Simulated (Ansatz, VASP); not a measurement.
**CsH: VASP beside Ansatz**

```
Cs H
1.0
     0.00000    3.06048    3.44304
     3.06048    0.00000    3.44304
     3.06048    3.06048    0.00000
Cs H
1 1
Direct
  0.00000 0.00000 0.00000
  0.50000 0.50000 0.50000
```

Change from the starting cell: strain -0.040 along x and y, +0.080 along z, atoms carried along.

Alike in both runs: task single point; functional LDA; k mesh 8 × 8 × 8; occupations gaussian, width 0.05 eV; no spin polarisation.

```csv
,VASP,Ansatz
version,VASP 6.6.1,Ansatz 0.2.0
potentials or method,"VASP PAW LDA potentials, release 64 (Cs_sv, H), cutoff 520 eV","scalar-relativistic, plane waves, PAW"
valence electrons in the cell,10,10
```

Ansatz gave:

| Quantity | Value |
| --- | --- |
| gap on the k mesh at the Fermi level (eV) | 1.89 |
| least direct gap on the mesh (eV) | 1.89 |
| pressure (GPa) | -0.9 |
| traceless stress, the component that is largest in VASP (GPa) | -1.18 |

Question: What did VASP give for the same quantities?

Answer: gap on the k mesh at the Fermi level (eV): 1.87; least direct gap on the mesh (eV): 1.87; pressure (GPa): -0.9; traceless stress, the component that is largest in VASP (GPa): -1.21.

LDA's correlation is that of Perdew and Zunger in VASP and of Perdew and Wang (1992) in Ansatz.

Spin-orbit coupling is off throughout.
